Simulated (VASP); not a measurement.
# C2SeN2 (P1) in VASP: further runs

Runs on C2SeN2. Level: PBE+D3(BJ). Tasks: single point.

Program: VASP 6.6.1. These are calculated values, not measurements. Logs are shortened: lines on timing, memory, paths and dates and some standing lists are left out, and cuts for length are marked.

**1. The cell of the first run**

The typed cell holds 20 atoms: a = 5.884 Å, b = 5.884 Å, c = 13.476 Å, α = 90.00°, β = 90.00°, γ = 78.52°.

**2. Single point, PBE+D3(BJ)**

Contents of INCAR:

```
SYSTEM = C2SeN2
PREC = Accurate
ENCUT = 520
EDIFF = 1E-6
ISMEAR = -1
SIGMA = 0.1293
LREAL = Auto
LASPH = .TRUE.
NELM = 60
ALGO = Normal
ISIF = 2
LWAVE = .FALSE.
LCHARG = .FALSE.
GGA = PE
IVDW = 12
NBANDS = 64
```

Contents of KPOINTS:

```
Automatic mesh
0
Gamma
  2 2 1
  0.5 0.5 0
```

Contents of POSCAR:

```
C2SeN2
1.0
    4.5559792046     -3.7237210199      0.0000000000
    4.5559792046      3.7237210199      0.0000000000
    0.0000000000      0.0000000000     13.4762268848
C Se N
8 4 8
Direct
    1.0449421782      0.2722100147      0.5786676098
    0.2687187097      0.9188490462      0.3102328297
    0.8727385764      0.4024090349      0.1262216060
    0.4608667356      0.8429710857      0.8751202470
   -0.0755468227      0.7559878126      0.4101903335
    0.7624039280     -0.0449103106      0.6214893881
    0.1710389501      0.5295096821      0.9009814174
    0.6123137905      0.1327813576      0.0971061864
    0.7374672597      0.2903295738      0.6051169270
    0.2618629359      0.6921258346      0.4096280841
    0.9082295815      0.0937886006      0.1260392107
    0.1304207504      0.8428685911      0.8837616865
    0.2342602498      0.2527092688      0.5535672606
    0.2511619154      0.1084586900      0.2898278601
    0.8668437488      0.5882004255      0.1547162286
    0.6320958592      0.9003549459      0.8565551099
    0.7287569147      0.8533027648      0.3987992371
    0.7136215416      0.7670414941      0.6217929597
    0.2132054835      0.3297708754      0.8986194803
    0.4129594573      0.1900762188      0.0762847056
```

Potentials or basis: VASP PAW PBE potentials, release 64 (C, Se, N).

Launch:

```sh
> cat potpaw_PBE.64/C/POTCAR potpaw_PBE.64/Se/POTCAR potpaw_PBE.64/N/POTCAR > POTCAR
> mpirun -np 1 vasp_std > vasp.out
```

OUTCAR:

```text
SYSTEM = C2SeN2
   PREC = Accurate
   ENCUT = 520
   EDIFF = 1E-6
   ISMEAR = -1
   LREAL = Auto
   LASPH = .TRUE.
   NELM = 60
   ISIF = 2
   GGA = PE
   IVDW = 12
 IVDW          = 12

 ion  position               nearest neighbor table
   1  0.045  0.272  0.579-  13 1.15   9 1.83
   2  0.269  0.919  0.310-  14 1.13  10 1.90
   3  0.873  0.402  0.126-  15 1.15  11 1.79
   4  0.461  0.843  0.875-  16 1.15  12 1.95
   5  0.924  0.756  0.410-  17 1.19  10 1.95
   6  0.762  0.955  0.621-  18 1.20   9 1.96
   7  0.171  0.530  0.901-  19 1.15  12 1.83
   8  0.612  0.133  0.097-  20 1.19  11 1.75
   9  0.737  0.290  0.605-   1 1.83   6 1.96
  10  0.262  0.692  0.410-   2 1.90   5 1.95
  11  0.908  0.094  0.126-   8 1.75   3 1.79
  12  0.130  0.843  0.884-   7 1.83   4 1.95
  13  0.234  0.253  0.554-   1 1.15
  14  0.251  0.108  0.290-   2 1.13
  15  0.867  0.588  0.155-   3 1.15
  16  0.632  0.900  0.857-   4 1.15
  17  0.729  0.853  0.399-   5 1.19
  18  0.714  0.767  0.622-   6 1.20
  19  0.213  0.330  0.899-   7 1.15
  20  0.413  0.190  0.076-   8 1.19

  LATTYP: Found a base centered orthorhombic cell.
 ALAT       =     7.4474420398
 B/A-ratio  =     1.2235017554
 C/A-ratio  =     1.8095108109

  Lattice vectors:

 A1 = (  -4.5559792046,  -3.7237210199,   0.0000000000)
 A2 = (   4.5559792046,  -3.7237210199,   0.0000000000)
 A3 = (   0.0000000000,   0.0000000000,  13.4762268848)

Analysis of symmetry for initial positions (statically):
=====================================================================
 Subroutine PRICEL returns:
 Original cell was already a primitive cell.

 Routine SETGRP: Setting up the symmetry group for a
 base centered orthorhombic supercell.

 Subroutine GETGRP returns: Found  1 space group operations
 (whereof  1 operations were pure point group operations)
 out of a pool of  8 trial point group operations.

The static configuration has the point symmetry C_1 .

Analysis of symmetry for dynamics (positions and initial velocities):
=====================================================================
 Subroutine PRICEL returns:
 Original cell was already a primitive cell.

 Routine SETGRP: Setting up the symmetry group for a
 base centered orthorhombic supercell.

 Subroutine GETGRP returns: Found  1 space group operations
 (whereof  1 operations were pure point group operations)
 out of a pool of  8 trial point group operations.

The dynamic configuration has the point symmetry C_1 .

 Subroutine INISYM returns: Found  1 space group operations
 (whereof  1 operations are pure point group operations),
 and found     1 'primitive' translations

----------------------------------------------------------------------------------------

                                     Primitive cell

  volume of cell :     457.2536

  direct lattice vectors                    reciprocal lattice vectors
     4.555979205 -3.723721020  0.000000000     0.109745892 -0.134274291  0.000000000
     4.555979205  3.723721020  0.000000000     0.109745892  0.134274291  0.000000000
     0.000000000  0.000000000 13.476226885     0.000000000  0.000000000  0.074204747

  length of vectors
     5.884135004  5.884135004 13.476226885     0.173417836  0.173417836  0.074204747

  position of ions in fractional coordinates (direct lattice)
     0.044942178  0.272210015  0.578667610
     0.268718710  0.918849046  0.310232830
     0.872738576  0.402409035  0.126221606
     0.460866736  0.842971086  0.875120247
     0.924453177  0.755987813  0.410190333
     0.762403928  0.955089689  0.621489388
[... 12 lines left out ...]
     0.213205483  0.329770875  0.898619480
     0.412959457  0.190076219  0.076284706

  ion indices of the primitive-cell ions
   primitive index   ion index
                 1           1
                 2           2
                 3           3
                 4           4
                 5           5
                 6           6
[... 12 lines left out ...]
                19          19
                20          20

----------------------------------------------------------------------------------------

 KPOINTS: Automatic mesh

Automatic generation of k-mesh.
 Grid dimensions read from file:
 generate k-points for:    2    2    1

 Generating k-lattice:

  Cartesian coordinates                     Fractional coordinates (reciprocal lattice)
     0.054872946 -0.067137146  0.000000000     0.500000000 -0.000000000  0.000000000
     0.054872946  0.067137146  0.000000000    -0.000000000  0.500000000  0.000000000
     0.000000000  0.000000000  0.074204747     0.000000000  0.000000000  1.000000000

  Length of vectors
     0.086708918  0.086708918  0.074204747

  Shift w.r.t. Gamma in fractional coordinates (k-lattice)
     0.500000000  0.500000000  0.000000000

 Subroutine IBZKPT returns following result:
 ===========================================

 Found      2 irreducible k-points:

 Following reciprocal coordinates:
            Coordinates               Weight
  0.250000  0.250000  0.000000      2.000000
 -0.250000  0.250000  0.000000      2.000000
   k-points           NKPTS =      2   k-points in BZ     NKDIM =      2   number of bands    NBANDS=     64
   number of dos      NEDOS =    301   number of ions     NIONS =     20
   total plane-waves  NPLWV = 230400
   dimension x,y,z NGX =    48 NGY =   48 NGZ =  100
   dimension x,y,z NGXF=    96 NGYF=   96 NGZF=  200
   ions per type =               8   4   8
   NGX,Y,Z   is equivalent  to a cutoff of  13.56, 13.56, 12.34 a.u.
   NGXF,Y,Z  is equivalent  to a cutoff of  27.12, 27.12, 24.67 a.u.
 SYSTEM =  C2SeN2
   PREC   = accura    normal or accurate (medium, high low for compatibility)
   ISTART =      0    job   : 0-new  1-cont  2-samecut
   ICHARG =      2    charge: 1-file 2-atom 10-const
   ISPIN  =      1    spin polarized calculation?
   LNONCOLLINEAR =      F non collinear calculations
   LSORBIT =      F    spin-orbit coupling
   LASPH  =      T    aspherical Exc in radial PAW
   ENCUT  =  520.0 eV  38.22 Ry    6.18 a.u.  10.94 10.94 25.06*2*pi/ulx,y,z
   NELM   =     60;   NELMIN=  2; NELMDL= -5     # of ELM steps
   EDIFF  = 0.1E-05   stopping-criterion for ELM
   LREAL  =      T    real-space projection
   EDIFFG = 0.1E-04   stopping-criterion for IOM
   NSW    =      0    number of steps for IOM
   IBRION =     -1    ionic relax: 0-MD 1-quasi-New 2-CG
   NFREE  =      0    steps in history (QN), initial steepest desc. (CG)
   ISIF   =      2    stress and relaxation
   ISYM   =      2    0-nonsym 1-usesym 2-fastsym
   POTIM  = 0.5000    time-step for ionic-motion
   TEBEG  =    0.0;   TEEND  =   0.0 temperature during run
   PSTRESS=    0.0 pullay stress
   NELECT =      96.0000    total number of electrons
   NUPDOWN=      -1.0000    fix difference up-down
   EMIN   =  10.00;   EMAX   =-10.00  energy-range for DOS
   EFERMI =   0.00;   METHOD = LEGACY
   ISMEAR =    -1;   SIGMA  =   0.13  broadening in eV -4-tet -1-fermi 0-gaus
   EFERMI_NEDOS =   21; number of points for ismear=-14 and -15
   IALGO  =     38    algorithm
   IMIX   =      4    mixing-type and parameters
     AMIX     =   0.40;   BMIX     =  1.00
     AMIX_MAG =   1.60;   BMIX_MAG =  1.00
  volume/ion in A,a.u.               =      22.86       154.28
  Fermi-wavevector in a.u.,A,eV,Ry     =   0.973000  1.838703 12.881031  0.946729
  Thomas-Fermi vector in A             =   2.103344
   LORBIT       =      0    0 simple, 1 ext, 2 COOP (PROOUT), +10 PAW based schemes
   GGA     = PE    functional components
   LHFCALC =     F    Hartree Fock is set to
   AEXX    =    0.0000 exact exchange contribution
   IVDW    =    12    specifies the selected vdW correction
   LEPSILON=     F    determine dielectric tensor
   LRPA    =     F    only Hartree local field effects (RPA)
 non-spin polarized calculation
  energy-cutoff  :      520.00
  volume of cell :      457.25
 maximum number of plane-waves:     12319
 NGX is ok and might be reduce to    48
   NGX = 21   NGY = 21   NGZ = 51

 number of electron      96.0000004 magnetization

 Free energy of the ion-electron system (eV)
  ---------------------------------------------------
  ext. energy  EPLUGINS =         0.00000000
  ---------------------------------------------------
  free energy    TOTEN  =      -138.53594125 eV

  energy without entropy =     -138.53561375  energy(sigma->0) =     -138.53577750

 E-fermi :  -0.4221     XC(G=0):  -6.8993

 val. band max:       -1.6384085102   @ k =   0.2500   0.2500   0.0000
 cond. band min:       0.8413108919   @ k =   0.2500   0.2500   0.0000
 fundamental gap:      2.4797194021
 Fermi energy:        -0.4221434220

 k-point     1 :       0.2500    0.2500    0.0000
  band No.  band energies     occupation
      1     -19.4448      2.00000
      2     -19.0347      2.00000
      3     -18.9175      2.00000
      4     -18.8142      2.00000
      5     -18.7840      2.00000
      6     -18.7155      2.00000
[... 52 lines left out ...]
     59       3.1531      0.00000
     60       3.2491      0.00000

 k-point     2 :      -0.2500    0.2500    0.0000
  band No.  band energies     occupation
      1     -19.4428      2.00000
      2     -19.0339      2.00000
      3     -18.9073      2.00000
      4     -18.8193      2.00000
      5     -18.7788      2.00000
      6     -18.7296      2.00000
[... 52 lines left out ...]
     59       3.1133      0.00000
     60       3.2761      0.00000
 [bands above 60 left out]

------------------------ aborting loop because EDIFF is reached ----------------------------------------

 Edisp (eV)   -2.03784

 E8    (eV) :    -0.6371

  FORCE on cell =-STRESS in cart. coord.  units (eV):
  Direction    XX          YY          ZZ          XY          YZ          ZX
  --------------------------------------------------------------------------------------
  -------------------------------------------------------------------------------------
  Total       4.45439     4.30723     1.74274     2.71351     0.21391    -0.15590
  in kB      15.60781    15.09217     6.10641     9.50789     0.74952    -0.54625
  external pressure =       12.27 kB  Pullay stress =        0.00 kB

 VOLUME and BASIS-vectors are now :
 -----------------------------------------------------------------------------
  energy-cutoff  :      520.00
  volume of cell :      457.25
      direct lattice vectors                 reciprocal lattice vectors
     4.555979205 -3.723721020  0.000000000     0.109745892 -0.134274291  0.000000000
     4.555979205  3.723721020  0.000000000     0.109745892  0.134274291  0.000000000
     0.000000000  0.000000000 13.476226885     0.000000000  0.000000000  0.074204747

 POSITION                                       TOTAL-FORCE (eV/Angst)
 -----------------------------------------------------------------------------------
      1.44494      0.84628      7.79826        -1.647738      1.220535      0.611683
      5.41053      2.42090      4.18077        -3.233650     -2.772787      2.897318
      5.80955     -1.75138      1.70099         0.157981     -0.370115      0.321378
      5.94026      1.42285     11.79332        -2.618950      1.762828      0.288223
      7.65605     -0.62732      5.52782         0.680441      0.899902     -0.793172
      7.82487      0.71751      8.37533        -1.905309     -0.126667     -0.470930
[... 12 lines left out ...]
      2.47379      0.43406     12.11000        -1.668111     -1.180343     -0.139527
      2.74742     -0.82996      1.02803         0.655855     -1.723626      0.743464
 -----------------------------------------------------------------------------------
    total drift:                                0.034718     -0.010894     -0.015390

  FREE ENERGIE OF THE ION-ELECTRON SYSTEM (eV)
  ---------------------------------------------------
  free  energy   TOTEN  =      -140.5737816580 eV

  energy  without entropy=     -140.5734541570  energy(sigma->0) =     -140.57361791
```

Wall time 1.7 min (1 thread of AMD EPYC 9R45 (Zen 5), shared host); peak memory 0.46 GiB.

Results:

| Quantity | Value |
| --- | --- |
| Free energy | -140.5738 eV |
| Pressure | 1.2 GPa |
| Largest force | 5.152 eV/Å |
| Band gap on the k mesh | 2.48 eV |
| Dispersion energy per atom | -0.102 eV |

Forces on the atoms (eV/Å):
```
C   -1.648  1.221  0.612
C   -3.234 -2.773  2.897
C    0.158 -0.370  0.321
C   -2.619  1.763  0.288
C    0.680  0.900 -0.793
C   -1.905 -0.127 -0.471
C    1.012  0.814 -0.494
C   -2.909  3.537 -1.203
Se  -1.291 -0.216  0.619
Se  -0.850  0.609 -0.581
Se   0.266 -2.957  0.276
Se   1.552 -0.054  0.015
N    2.067 -1.697 -0.580
N    3.243  2.992 -1.936
N    1.794  1.648  0.041
N    1.689 -1.252 -0.124
N    0.245 -2.031  0.342
N    2.761  0.899  0.167
N   -1.668 -1.180 -0.140
N    0.656 -1.724  0.743
```

Caveat: the k points lie up to 0.54 Å⁻¹ apart; the atoms stand as in a frame of molecular dynamics; a shifted mesh leaves out Γ, where band edges can lie; forces of over 1 eV/Å act on the atoms, so gaps and moduli don't describe the material at rest. A k mesh can miss the band edges.

**3. Single point, PBE+D3(BJ)**

Contents of INCAR:

```
PREC = Accurate ; ENCUT = 520
EDIFF = 1E-6 ; ISMEAR = -1
SIGMA = 0.1293 ; LREAL = Auto
LASPH = True ; NELM = 100
ALGO = Normal ; ISIF = 2
LWAVE = False ; LCHARG = False
GGA = PE ; IVDW = 12
NBANDS = 64
```

KPOINTS is that of step 2.

Contents of POSCAR:

```
C2SeN2
1.0
    4.5559792046     -3.7237210199      0.0000000000
    4.5559792046      3.7237210199      0.0000000000
    0.0000000000      0.0000000000     13.4762268848
C Se N
8 4 8
Direct
    1.0004414692      0.4244482655      0.6086942636
    0.1630930272      1.0802941231      0.3712345483
    0.6936502212      0.5821644257      0.1404767088
    0.5074673983      0.7159846303      0.8972677667
   -0.1398400099      0.7209293611      0.3646077676
    0.7482304560      0.0537334767      0.6468404750
    0.1463104441      0.4583990764      0.8938861822
    0.5774470097      0.2344511211      0.0696031618
    0.6752016398      0.3770474563      0.6418321741
    0.1504650215      0.7333682488      0.3619383260
    0.8550626571      0.2707723763      0.1150319754
    0.1868602752      0.7677268300      0.9219156895
    0.1656027818      0.4922241892      0.6123952996
    0.1841053312      0.2555325403      0.3493336110
    0.5494980818      0.7194541544      0.1827482589
    0.6954506212      0.7542351002      0.8875288389
    0.6456622978      0.7841589782      0.3748696904
    0.7354215303      0.8668862661      0.6646712820
    0.0882522693      0.2846985111      0.8667892801
    0.4094921630      0.2216255113      0.0365531839
```

Potentials or basis: VASP PAW PBE potentials, release 64 (C, Se, N).

Launch:

```sh
> cat potpaw_PBE.64/C/POTCAR potpaw_PBE.64/Se/POTCAR potpaw_PBE.64/N/POTCAR > POTCAR
> mpirun -np 1 vasp_std > vasp.out
```

Wall time 1.7 min (1 thread of AMD EPYC 9R45 (Zen 5), shared host); peak memory 0.46 GiB.

Results (log left out):

- Free energy: -139.0677 eV
- Pressure: 1.5 GPa
- Largest force: 10.826 eV/Å
- Band gap on the k mesh: 2.28 eV
- Dispersion energy per atom: -0.102 eV

Forces in eV/Å, atoms in the order of the input:
```
C   -7.410  3.046  0.948
C   -9.256 -5.351  1.700
C   -0.688  0.896  1.678
C    0.748  0.211  0.270
C   -4.925  8.096  1.289
C    2.698  2.456 -0.416
C   -1.673 -0.401 -1.151
C    6.070 -4.765  3.175
Se   1.902 -1.182 -0.890
Se   3.759 -2.500  0.041
Se   1.435  0.297  0.379
Se  -0.832 -0.794 -0.696
N    5.583 -2.296 -0.060
N    7.596  5.063 -2.055
N    0.582 -1.522 -1.741
N   -0.937  0.271  0.294
N    2.976 -5.354 -0.504
N   -2.770 -2.018  0.355
N    2.610  1.045  0.833
N   -7.469  4.801 -3.448
```

Stress tensor (GPa, compression positive):
```
 3.91 -0.77  0.75
-0.77 -0.19 -2.83
 0.75 -2.83  0.80
```

Levels at points of the mesh, in eV from the valence-band top:
```csv
k point,band 44,band 45,band 46,band 47,band 48,band 49,band 50,band 51,band 52,band 53
"(0.25, 0.25, 0.00)",-1.68,-0.60,-0.33,-0.21,0.00,2.28,2.65,3.13,3.29,3.93
```

Caveat: the k points lie up to 0.54 Å⁻¹ apart; the atoms stand as in a frame of molecular dynamics; a shifted mesh leaves out Γ, where band edges can lie; forces of over 1 eV/Å act on the atoms, so gaps and moduli don't describe the material at rest. A k mesh can miss the band edges.

[end of part 1 of 2]
